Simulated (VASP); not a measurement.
Set up this calculation in VASP 6.6.1, as the native input.

| Property | Result |
| --- | --- |
| Task | single point |
| Functional | PBEsol |
| Potentials or basis | VASP PAW PBE potentials, release 64 (Al, Ru_pv) |
| Cutoff | 520 eV |
| k mesh | 8 × 8 × 4 |
| Occupations | gaussian, width 0.1 eV |
| Spin | no spin polarisation |
| Dipole correction | no |
| Further INCAR settings | ALGO = Fast; EDIFF = 1e-06; NBANDS = 45 |

The structure of Al6Ru lies in POSCAR:

```
Al6Ru
1.0
    3.6954607668     -3.2332934165      0.0000000000
    3.6954607668      3.2332934165      0.0000000000
    0.0000000000      0.0000000000      8.8386948920
Al Ru
12 2
Direct
    0.3191374088      0.3191374088      0.0000000000
    0.6808625912      0.6808625912      0.5000000000
    0.6808625912      0.6808625912      0.0000000000
    0.3191374088      0.3191374088      0.5000000000
    0.8564517043      0.1435482957      0.0978578548
    0.1435482957      0.8564517043      0.5978578548
    0.8564517043      0.1435482957      0.4021421452
    0.1435482957      0.8564517043      0.9021421452
    0.0198140627      0.6202187913      0.2500000000
    0.9801859373      0.3797812087      0.7500000000
    0.3797812087      0.9801859373      0.2500000000
    0.6202187913      0.0198140627      0.7500000000
    0.5340315529      0.4659684471      0.2500000000
    0.4659684471      0.5340315529      0.7500000000
```

The input as run:

INCAR

```
SYSTEM = Al6Ru
ALGO = Fast ; EDIFF = 1E-6
ENCUT = 520 ; GGA = PS
ISIF = 2 ; ISMEAR = 0
LASPH = .TRUE. ; LCHARG = .TRUE.
LELF = .TRUE. ; LREAL = .FALSE.
LVHAR = .TRUE. ; LWAVE = .FALSE.
NBANDS = 45 ; NELM = 80
PREC = Accurate ; SIGMA = 0.1
```

KPOINTS

```
k-points
0
G
  8 8 4
  0 0 0
```

Potentials or basis: VASP PAW PBE potentials, release 64 (Al, Ru_pv).

Command:

```bash
$ cat potpaw_PBE.64/Al/POTCAR potpaw_PBE.64/Ru_pv/POTCAR > POTCAR
$ mpirun -np 1 vasp_std > vasp.out
```

It gave:

```yaml
Pressure: 3.9 GPa
Largest_force: 0.009 eV/Å
Band_gap_on_the_k_mesh: zero (bands 32 and 33 overlap by 0.48 eV)
```

Caveat: the cell stands under pressure; the PAW data sets were made with another functional, which shifts forces and pressure a little.

Wall time 10 min on 1 thread of Oxide Virtual Turin-like Processor, on a shared host, peak memory 0.59 GiB.
